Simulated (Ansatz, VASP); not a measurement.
## SnGe7: VASP beside Ansatz

File INCAR:

```
ALGO = Normal
EDIFF = 1E-6
EDIFFG = -0.005
ENCUT = 600
GGA = PS
IBRION = 2
ISIF = 3
ISMEAR = 0
LASPH = T
LCHARG = F
LREAL = F
LWAVE = F
NELM = 100
NSW = 100
PREC = Accurate
SIGMA = 0.1
```

KPOINTS

```
k-points
0
Gamma
  6 6 6
```

The input POSCAR:

```
SnGe7
1.0
    5.7914647407      0.0000000000      0.0000000000
    0.0000000000     -5.7914647407      0.0000000000
    0.0000000000      0.0000000000     -5.7914647407
Ge Sn
7 1
Direct
   -0.0084946186      0.4915053814      0.4915053814
    0.5084946186      0.0084946186      0.4915053814
    0.5084946186      0.4915053814      0.0084946186
   -0.0084946186      0.0084946186      0.0084946186
    0.2500000000      0.2500000000      0.2500000000
    0.7500000000      0.7500000000      0.2500000000
    0.7500000000      0.2500000000      0.7500000000
    0.2500000000      0.7500000000      0.7500000000
```

Input for Ansatz:

```yaml
crystal:
  lattice:
    - [5.7914647407, 0.0, 0.0]
    - [0.0, -5.7914647407, 0.0]
    - [0.0, 0.0, -5.7914647407]
  atoms:
    - { symbol: Ge, position: [-0.0084946186, 0.4915053814, 0.4915053814] }
    - { symbol: Ge, position: [0.5084946186, 0.0084946186, 0.4915053814] }
    - { symbol: Ge, position: [0.5084946186, 0.4915053814, 0.0084946186] }
    - { symbol: Ge, position: [-0.0084946186, 0.0084946186, 0.0084946186] }
    - { symbol: Ge, position: [0.25, 0.25, 0.25] }
    - { symbol: Ge, position: [0.75, 0.75, 0.25] }
    - { symbol: Ge, position: [0.75, 0.25, 0.75] }
    - { symbol: Sn, position: [0.25, 0.75, 0.75] }
basis:
  ecutwfc: 420
kpoints:
  mp_grid: { grid: [6, 6, 6] }
hamiltonian:
  xc: pbesol
scf:
  occupations: { method: gaussian, width: 0.1 }
output:
  forces: true
  stress: true
  eigenvalues: true
  write_density: true
  write_potential: true
  elf: true
  volumetric_format: npy
relax:
  adjacent_minimum: "off"
  f_tol: 0.005
  max_steps: 80
  cell: { stress_tol: 0.05 }
```

Alike in both runs: task relaxation of cell and atoms; functional PBEsol; k mesh 6 × 6 × 6; occupations gaussian, width 0.1 eV; no spin polarisation.

|  | VASP | Ansatz |
| --- | --- | --- |
| version | VASP 6.6.1 | Ansatz 0.2.0 |
| potentials or method | VASP PAW PBE potentials, release 64 (Ge_d, Sn_d), cutoff 600 eV | scalar-relativistic, plane waves, PAW |
| valence electrons in the cell | 112 | 112 |

|  | VASP | Ansatz | Ansatz less VASP |
| --- | --- | --- | --- |
| gap on the k mesh at the Fermi level, each at its own relaxed structure (eV) | none | none | - |
| relaxed volume (Å³/atom) | 24.25 | 24.28 | +0.036 |
| relaxed length of the cell vector where the two differ most in proportion (Å) | 5.789 | 5.791 | +0.0029 |

VASP's potentials were made for PBE, not for PBEsol. A gap of «none» marks a metal or a gap that the smearing closes.
